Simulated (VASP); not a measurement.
# AlGa2P3 (I-4m2) in VASP: further runs

AlGa2P3 is run at these levels: r2SCAN, PBE; tasks: single point, relaxation of shape and atoms at fixed volume.

Program: VASP 6.6.1. These are calculated values, not measurements. Logs are shortened: lines on timing, memory, paths and dates and some standing lists are left out, and cuts for length are marked.

## (1) The cell of the first run

The structure is tetragonal, space group I-4m2 (No. 119). Conventional cell: a = 3.895 Å, b = 3.895 Å, c = 16.515 Å, α = 90.00°, β = 90.00°, γ = 90.00°. Al (site symmetry -4m2) has 4 P at 2.38 Å within 3.1 Å. Within 3.1 Å of Ga (site symmetry 2mm) lie 4 P at 2.38 to 2.39 Å. Within 3.1 Å of P (site symmetry 2mm) lie 2 Al at 2.38 Å and 2 Ga at 2.39 Å. Within 3.1 Å of P (site symmetry -4m2) lie 4 Ga at 2.38 Å.

## (2) Single point, r2SCAN

POSCAR

```
AlGa2P3
1.0
   -1.9473321120      1.9473321120      8.2576619480
    1.9473321120     -1.9473321120      8.2576619480
    1.9473321120      1.9473321120     -8.2576619480
Al Ga P
1 2 3
Direct
    0.5000000000      0.5000000000      0.0000000000
    0.8333252402      0.8333252402      0.0000000000
    0.1666747598      0.1666747598      0.0000000000
    0.4170358245      0.9170358245      0.5000000000
    0.0829641755      0.5829641755      0.5000000000
    0.7500000000      0.2500000000      0.5000000000
```

INCAR.step1

```
SYSTEM = AlGa2P3
ALGO     = Normal         ! electronic algorithm
EDIFF    = 1E-4           ! SCF threshold, eV
ENCUT    = 520            ! plane-wave cutoff, eV
GGA      = PE             ! functional
ISMEAR   = 0              ! smearing method
LASPH    = .True.         ! aspherical terms in the spheres
LCHARG   = .False.        ! write CHGCAR
LREAL    = .False.        ! projectors in reciprocal space
LWAVE    = .True.         ! write WAVECAR
NBANDS   = 31             ! bands
NELM     = 80             ! most SCF steps
PREC     = Accurate       ! precision mode
SIGMA    = 0.02           ! smearing width, eV
```

INCAR.step2

```
SYSTEM = AlGa2P3
ALGO     = Normal         ! electronic algorithm
EDIFF    = 1E-6           ! SCF threshold, eV
ENCUT    = 520            ! plane-wave cutoff, eV
ISIF     = 2              ! what is computed and relaxed
ISMEAR   = 0              ! smearing method
ISTART   = 1            
LASPH    = .True.         ! aspherical terms in the spheres
LCHARG   = .False.        ! write CHGCAR
LMIXTAU  = .True.       
LREAL    = .False.        ! projectors in reciprocal space
LWAVE    = .False.        ! write WAVECAR
METAGGA  = R2SCAN         ! meta-GGA
NBANDS   = 31             ! bands
NELM     = 80             ! most SCF steps
PREC     = Accurate       ! precision mode
SIGMA    = 0.02           ! smearing width, eV
```

KPOINTS

```
k-points
0
Gamma
  10 10 10
  0 0 0
```

Potentials or basis: VASP PAW PBE potentials, release 64 (Al, Ga_d, P).

On the command line:

```bash
cat potpaw_PBE.64/Al/POTCAR potpaw_PBE.64/Ga_d/POTCAR potpaw_PBE.64/P/POTCAR > POTCAR
cp INCAR.step1 INCAR
mpirun -np 1 vasp_std > vasp.out
cp INCAR.step2 INCAR
mpirun -np 1 vasp_std > vasp.out
```

OUTCAR:

```text
SYSTEM = AlGa2P3
   EDIFF = 1E-6
   ENCUT = 520
   ISIF = 2
   ISMEAR = 0
   ISTART = 1
   LASPH = .True.
   LREAL = .False.
   METAGGA = R2SCAN
   NELM = 80
   PREC = Accurate

 ion  position               nearest neighbor table
   1  0.500  0.500  0.000-   5 2.38   4 2.38   5 2.38   4 2.38
   2  0.833  0.833  0.000-   6 2.38   6 2.38   4 2.39   4 2.39
   3  0.167  0.167  0.000-   6 2.38   6 2.38   5 2.39   5 2.39
   4  0.417  0.917  0.500-   1 2.38   1 2.38   2 2.39   2 2.39
   5  0.083  0.583  0.500-   1 2.38   1 2.38   3 2.39   3 2.39
   6  0.750  0.250  0.500-   2 2.38   3 2.38   2 2.38   3 2.38

  LATTYP: Found a body centered tetragonal cell.
 ALAT       =     3.8946642240
 C/A-ratio  =     4.2405000653

  Lattice vectors:

 A1 = (  -1.9473321120,   1.9473321120,   8.2576619480)
 A2 = (   1.9473321120,  -1.9473321120,   8.2576619480)
 A3 = (   1.9473321120,   1.9473321120,  -8.2576619480)

Analysis of symmetry for initial positions (statically):
=====================================================================
 Subroutine PRICEL returns:
 Original cell was already a primitive cell.

 Routine SETGRP: Setting up the symmetry group for a
 body centered tetragonal supercell.

 Subroutine GETGRP returns: Found  8 space group operations
 (whereof  8 operations were pure point group operations)
 out of a pool of 16 trial point group operations.

The static configuration has the point symmetry D_2d.

Analysis of symmetry for dynamics (positions and initial velocities):
=====================================================================
 Subroutine PRICEL returns:
 Original cell was already a primitive cell.

 Routine SETGRP: Setting up the symmetry group for a
 body centered tetragonal supercell.

 Subroutine GETGRP returns: Found  8 space group operations
 (whereof  8 operations were pure point group operations)
 out of a pool of 16 trial point group operations.

The dynamic configuration has the point symmetry D_2d.

 Subroutine INISYM returns: Found  8 space group operations
 (whereof  8 operations are pure point group operations),
 and found     1 'primitive' translations

----------------------------------------------------------------------------------------

                                     Primitive cell

  volume of cell :     125.2556

  direct lattice vectors                    reciprocal lattice vectors
    -1.947332112  1.947332112  8.257661948     0.000000000  0.256761544  0.060549827
     1.947332112 -1.947332112  8.257661948     0.256761544  0.000000000  0.060549827
     1.947332112  1.947332112 -8.257661948     0.256761544  0.256761544  0.000000000

  length of vectors
     8.704779466  8.704779466  8.704779466     0.263804420  0.263804420  0.363115658

  position of ions in fractional coordinates (direct lattice)
     0.500000000  0.500000000  0.000000000
     0.833325240  0.833325240  0.000000000
     0.166674760  0.166674760  0.000000000
     0.417035824  0.917035824  0.500000000
     0.082964176  0.582964176  0.500000000
     0.750000000  0.250000000  0.500000000

  ion indices of the primitive-cell ions
   primitive index   ion index
                 1           1
                 2           2
                 3           3
                 4           4
                 5           5
                 6           6

----------------------------------------------------------------------------------------

 KPOINTS: k-points

Automatic generation of k-mesh.
 Grid dimensions read from file:
 generate k-points for:   10   10   10

 Generating k-lattice:

  Cartesian coordinates                     Fractional coordinates (reciprocal lattice)
     0.000000000  0.025676154  0.006054983     0.100000000  0.000000000 -0.000000000
     0.025676154  0.000000000  0.006054983     0.000000000  0.100000000 -0.000000000
     0.025676154  0.025676154  0.000000000     0.000000000  0.000000000  0.100000000

  Length of vectors
     0.026380442  0.026380442  0.036311566

  Shift w.r.t. Gamma in fractional coordinates (k-lattice)
     0.000000000  0.000000000  0.000000000

 Subroutine IBZKPT returns following result:
 ===========================================

 Found    102 irreducible k-points:

 Following reciprocal coordinates:
            Coordinates               Weight
  0.000000  0.000000  0.000000      1.000000
  0.100000  0.000000  0.000000      8.000000
  0.200000  0.000000  0.000000      8.000000
  0.300000  0.000000 -0.000000      8.000000
  0.400000 -0.000000  0.000000      8.000000
  0.500000  0.000000  0.000000      4.000000
[... 16 lines left out ...]
  0.300000  0.300000  0.000000      8.000000
  0.400000  0.300000  0.000000     16.000000
 [... further k-points ...]
   k-points           NKPTS =    102   k-points in BZ     NKDIM =    102   number of bands    NBANDS=     31
   number of dos      NEDOS =    301   number of ions     NIONS =      6
   total plane-waves  NPLWV = 343000
   dimension x,y,z NGX =    70 NGY =   70 NGZ =   70
   dimension x,y,z NGXF=   140 NGYF=  140 NGZF=  140
   ions per type =               1   2   3
   NGX,Y,Z   is equivalent  to a cutoff of  13.37, 13.37, 13.37 a.u.
   NGXF,Y,Z  is equivalent  to a cutoff of  26.74, 26.74, 26.74 a.u.
 SYSTEM =  AlGa2P3
   PREC   = accura    normal or accurate (medium, high low for compatibility)
   ISTART =      1    job   : 0-new  1-cont  2-samecut
   ICHARG =      0    charge: 1-file 2-atom 10-const
   ISPIN  =      1    spin polarized calculation?
   LNONCOLLINEAR =      F non collinear calculations
   LSORBIT =      F    spin-orbit coupling
   LASPH  =      T    aspherical Exc in radial PAW
   ENCUT  =  520.0 eV  38.22 Ry    6.18 a.u.  16.19 16.19 16.19*2*pi/ulx,y,z
   NELM   =     80;   NELMIN=  2; NELMDL=  0     # of ELM steps
   EDIFF  = 0.1E-05   stopping-criterion for ELM
   LREAL  =      F    real-space projection
   EDIFFG = 0.1E-04   stopping-criterion for IOM
   NSW    =      0    number of steps for IOM
   IBRION =     -1    ionic relax: 0-MD 1-quasi-New 2-CG
   NFREE  =      0    steps in history (QN), initial steepest desc. (CG)
   ISIF   =      2    stress and relaxation
   ISYM   =      2    0-nonsym 1-usesym 2-fastsym
   POTIM  = 0.5000    time-step for ionic-motion
   TEBEG  =    0.0;   TEEND  =   0.0 temperature during run
   PSTRESS=    0.0 pullay stress
   NELECT =      44.0000    total number of electrons
   NUPDOWN=      -1.0000    fix difference up-down
   EMIN   =  10.00;   EMAX   =-10.00  energy-range for DOS
   EFERMI =   0.00;   METHOD = LEGACY
   ISMEAR =     0;   SIGMA  =   0.02  broadening in eV -4-tet -1-fermi 0-gaus
   EFERMI_NEDOS =   21; number of points for ismear=-14 and -15
   IALGO  =     38    algorithm
   IMIX   =      4    mixing-type and parameters
     AMIX     =   0.40;   BMIX     =  1.00
     AMIX_MAG =   1.60;   BMIX_MAG =  1.00
  volume/ion in A,a.u.               =      20.88       140.88
  Fermi-wavevector in a.u.,A,eV,Ry     =   1.155119  2.182858 18.154248  1.334300
  Thomas-Fermi vector in A             =   2.291750
   LORBIT       =      0    0 simple, 1 ext, 2 COOP (PROOUT), +10 PAW based schemes
   METAGGA = R2SCAN    functional components
   LHFCALC =     F    Hartree Fock is set to
   AEXX    =    0.0000 exact exchange contribution
   IVDW    =     0    specifies the selected vdW correction
   LEPSILON=     F    determine dielectric tensor
   LRPA    =     F    only Hartree local field effects (RPA)
 non-spin polarized calculation
 Gauss-broadening in eV      SIGMA  =   0.02
  energy-cutoff  :      520.00
  volume of cell :      125.26
 maximum number of plane-waves:      3410
 NGX is ok and might be reduce to    70
   NGX = 33   NGY = 33   NGZ = 33

 number of electron      44.0000000 magnetization

 Free energy of the ion-electron system (eV)
  ---------------------------------------------------
  ext. energy  EPLUGINS =         0.00000000
  ---------------------------------------------------
  free energy    TOTEN  =       -60.10180949 eV

  energy without entropy =      -60.10180949  energy(sigma->0) =      -60.10180949

 E-fermi :   4.2904     XC(G=0): -10.1094

 val. band max:        4.1567405615   @ k =   0.0000   0.0000   0.0000
 cond. band min:       6.1111958098   @ k =   0.5000   0.5000   0.0000
 fundamental gap:      1.9544552483
 Fermi energy:         4.2904190413

 k-point     1 :       0.0000    0.0000    0.0000
  band No.  band energies     occupation
      1     -10.7290      2.00000
      2     -10.6675      2.00000
      3     -10.6224      2.00000
      4     -10.6224      2.00000
      5     -10.5911      2.00000
      6     -10.5911      2.00000
[... 23 lines left out ...]
     30       8.5960      0.00000
     31      12.6962      0.00000

 k-point     2 :       0.1000    0.0000    0.0000
  band No.  band energies     occupation
      1     -10.7267      2.00000
      2     -10.6657      2.00000
      3     -10.6272      2.00000
      4     -10.6216      2.00000
      5     -10.5942      2.00000
      6     -10.5919      2.00000
[... 23 lines left out ...]
     30       8.9361      0.00000
     31      11.7039      0.00000

 k-point     3 :       0.2000    0.0000    0.0000
  band No.  band energies     occupation
      1     -10.7216      2.00000
      2     -10.6625      2.00000
      3     -10.6381      2.00000
      4     -10.6193      2.00000
      5     -10.6012      2.00000
      6     -10.5942      2.00000
[... 23 lines left out ...]
     30       9.8815      0.00000
     31      10.5806      0.00000

 k-point     4 :       0.3000    0.0000   -0.0000
  band No.  band energies     occupation
      1     -10.7175      2.00000
      2     -10.6654      2.00000
      3     -10.6452      2.00000
      4     -10.6159      2.00000
      5     -10.6071      2.00000
      6     -10.5978      2.00000
[... 635 lines left out ...]
     30       9.8044      0.00000
     31      10.5867      0.00000

 k-point    23 :       0.3000    0.3000    0.0000
  band No.  band energies     occupation
      1     -10.7264      2.00000
      2     -10.6650      2.00000
      3     -10.6553      2.00000
      4     -10.5987      2.00000
      5     -10.5976      2.00000
      6     -10.5929      2.00000
[... 23 lines left out ...]
     30      10.7287      0.00000
     31      11.3957      0.00000

 k-point    24 :       0.4000    0.3000    0.0000
  band No.  band energies     occupation
      1     -10.7325      2.00000
      2     -10.6712      2.00000
      3     -10.6541      2.00000
      4     -10.5941      2.00000
      5     -10.5916      2.00000
      6     -10.5894      2.00000
[... 23 lines left out ...]
     30      11.0529      0.00000
     31      11.8495      0.00000

 [... further k-points ...]

------------------------ aborting loop because EDIFF is reached ----------------------------------------

  FORCE on cell =-STRESS in cart. coord.  units (eV):
  Direction    XX          YY          ZZ          XY          YZ          ZX
  --------------------------------------------------------------------------------------
  -------------------------------------------------------------------------------------
  Total       -1.7200004     -1.7200004     -1.7397021      0.0000000     -0.0000000      0.0000000
  in kB      -22.0009779    -22.0009779    -22.2529876      0.0000000     -0.0000000      0.0000000
  external PRESSURE =     -22.0849811 kB  Pullay stress =       0.0000000 kB

 VOLUME and BASIS-vectors are now :
 -----------------------------------------------------------------------------
  energy-cutoff  :      520.00
  volume of cell :      125.26
      direct lattice vectors                 reciprocal lattice vectors
    -1.947332112  1.947332112  8.257661948     0.000000000  0.256761544  0.060549827
     1.947332112 -1.947332112  8.257661948     0.256761544  0.000000000  0.060549827
     1.947332112  1.947332112 -8.257661948     0.256761544  0.256761544  0.000000000

 POSITION                                       TOTAL-FORCE (eV/Angst)
 -----------------------------------------------------------------------------------
      0.00000      0.00000      8.25766         0.000000      0.000000     -0.000000
      0.00000      0.00000     13.76264         0.000000      0.000000     -0.005950
      0.00000      0.00000      2.75269        -0.000000     -0.000000      0.005950
      1.94733      0.00000      6.88748        -0.000000     -0.000000     -0.048707
      1.94733      0.00000      1.37018         0.000000      0.000000      0.048707
     -0.00000      1.94733      4.12883         0.000000      0.000000     -0.000000
 -----------------------------------------------------------------------------------
    total drift:                                0.000009     -0.000009     -0.000000

  FREE ENERGIE OF THE ION-ELECTRON SYSTEM (eV)
  ---------------------------------------------------
  free  energy   TOTEN  =       -60.1018094863 eV

  energy  without entropy=      -60.1018094863  energy(sigma->0) =      -60.10180949
```

Wall time 73 min (1 thread of AMD EPYC 9R45 (Zen 5), shared host); peak memory 0.98 GiB.

What came out:

```
Free energy            : -60.1018 eV
Pressure               : -2.2 GPa
Largest force          : 0.049 eV/Å
Band gap on the k mesh : 1.95 eV (least direct gap 2.12 eV)
```

Forces on the atoms (eV/Å):
```
Al   0.000  0.000  0.000
Ga   0.000  0.000 -0.006
Ga   0.000  0.000  0.006
P    0.000  0.000 -0.049
P    0.000  0.000  0.049
P    0.000  0.000  0.000
```

Caveat: the PAW data sets were made with another functional, which shifts forces and pressure a little. A k mesh can miss the band edges.

## (3) Relaxation of shape and atoms at fixed volume, PBE (18.37 Å³/atom)

This run uses another cell than the first one, of 18.37 Å³/atom.

INCAR

```
ALGO     = Normal         # electronic algorithm
EDIFF    = 1E-7           # SCF threshold, eV
EDIFFG   = -0.01          # ionic threshold
ENCUT    = 600            # plane-wave cutoff, eV
GGA      = PE             # functional
IBRION   = 2              # ionic algorithm
ISIF     = 4              # what is computed and relaxed
ISMEAR   = 0              # smearing method
LASPH    = T              # aspherical terms in the spheres
LCHARG   = F              # write CHGCAR
LREAL    = F              # projectors in reciprocal space
LWAVE    = F              # write WAVECAR
NELM     = 100            # most SCF steps
NSW      = 50             # ionic steps
PREC     = Accurate       # precision mode
SIGMA    = 0.02           # smearing width, eV
```

KPOINTS

```
k-points
0
Gamma
  10 10 10
```

POSCAR

```
AlGa2P3
1.0
   -1.8664900689      1.8664900689      7.9098537927
    1.8664900689     -1.8664900689      7.9098537927
    1.8664900689      1.8664900689     -7.9098537927
Al Ga P
1 2 3
Direct
    0.5000000000      0.5000000000      0.0000000000
    0.8332495072      0.8332495072      0.0000000000
    0.1667504928      0.1667504928      0.0000000000
    0.4168374428      0.9168374428      0.5000000000
    0.0831625572      0.5831625572      0.5000000000
    0.7500000000      0.2500000000      0.5000000000
```

Potentials or basis: VASP PAW PBE potentials, release 64 (Al, Ga_d, P).

On the command line:

```bash
cat potpaw_PBE.64/Al/POTCAR potpaw_PBE.64/Ga_d/POTCAR potpaw_PBE.64/P/POTCAR > POTCAR
mpirun -np 1 vasp_std > vasp.out
```

Wall time 49 min (1 thread of Oxide Virtual Turin-like, shared host); peak memory 0.93 GiB.

The run converged. Its results:

```
Free energy                  : -28.0679 eV
Energy gained by relaxing    : 0.0 meV/atom
Ionic steps                  : 2
Pressure after relaxing      : 13.2 GPa
Largest force after relaxing : 0.004 eV/Å
Band gap on the k mesh       : 1.39 eV (least direct gap 1.66 eV)
```

Forces in eV/Å, atoms in the order of the input:
```
Al   0.000  0.000  0.000
Ga   0.000  0.000 -0.004
Ga   0.000  0.000  0.004
P    0.000  0.000 -0.001
P    0.000  0.000  0.001
P    0.000  0.000  0.000
```

Final structure:
```
Al Ga P
1.0
    -1.86652    1.86652    7.90960
     1.86652   -1.86652    7.90960
     1.86652    1.86652   -7.90960
Al Ga P
1 2 3
Cartesian
  1.8665 1.8665 0.0000
  1.8665 1.8665 5.2719
  0.0000 0.0000 2.6377
  1.8665 0.0000 6.5934
  1.8665 0.0000 1.3162
  0.0000 1.8665 3.9548
```

Levels at points of the mesh, in eV from the valence-band top:
```csv
k point,band 18,band 19,band 20,band 21,band 22,band 23,band 24,band 25,band 26
"(0.00, 0.00, 0.00)",-2.24,-2.24,-0.04,0.00,0.00,1.66,1.87,2.78,2.94
"(0.50, 0.00, 0.00)",-2.81,-1.22,-1.19,-1.11,-1.11,2.29,3.38,3.57,4.70
"(0.50, 0.50, 0.00)",-3.57,-3.52,-3.46,-2.79,-2.79,1.39,1.87,3.19,3.60
"(0.50, 0.50, 0.50)",-1.77,-1.19,-1.19,-0.91,-0.91,1.41,1.89,2.95,3.10
```
